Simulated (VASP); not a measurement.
A run of VASP 6.6.1:

INCAR

```
PREC     = Accurate       # precision mode
ENCUT    = 520            # plane-wave cutoff, eV
EDIFF    = 1E-6           # SCF threshold, eV
ISMEAR   = -1             # smearing method
SIGMA    = 0.05           # smearing width, eV
LREAL    = False          # projectors in reciprocal space
LASPH    = True           # aspherical terms in the spheres
NELM     = 150            # most SCF steps
ALGO     = Fast           # electronic algorithm
ISIF     = 2              # what is computed and relaxed
LWAVE    = False          # write WAVECAR
LCHARG   = True           # write CHGCAR
ISPIN    = 2              # spin polarisation
MAGMOM   = 1 1 0 0.6 0    # initial moments
LORBIT   = 11             # projections on sites
LMAXMIX  = 4              # l up to which the mixer works
GGA      = PE             # functional
LELF     = True           # ELF
LVHAR    = True         
NBANDS   = 40             # bands
```

KPOINTS

```
Automatic mesh
0
Gamma
  6 6 4
```

The input POSCAR:

```
NiMoIrPdW
1.0
    4.1170500000      0.0000000000      0.0000000000
   -2.0585300000      3.5654700000      0.0000000000
    0.0000000000      0.0000000000      5.4458000000
Ni Mo Pd Ir W
1 1 1 1 1
Direct
    0.0000000000      0.0000000000      0.9577500000
    0.6666700000      0.3333300000      0.9616100000
    0.6666700000      0.3333300000      0.4629500000
    0.3333300000      0.6666700000      0.7257200000
    0.3333300000      0.6666700000      0.2364200000
```

Potentials or basis: VASP PAW PBE potentials, release 64 (Ni, Mo_sv, Pd, Ir, W_sv).

The run is started by

```sh
$ cat potpaw_PBE.64/Ni/POTCAR potpaw_PBE.64/Mo_sv/POTCAR potpaw_PBE.64/Pd/POTCAR potpaw_PBE.64/Ir/POTCAR potpaw_PBE.64/W_sv/POTCAR > POTCAR
$ mpirun -np 1 vasp_std > vasp.out
```

Hardware: 1 thread of Intel(R) Xeon(R) 6975P-C (Granite Rapids), on a shared host.

Question: How long does it take, and how much memory?

Answer: It took 2.9 min on 1 thread of Intel(R) Xeon(R) 6975P-C (Granite Rapids) (shared host), peak memory 0.43 GiB. Counts: scf iterations 19, k points 47.
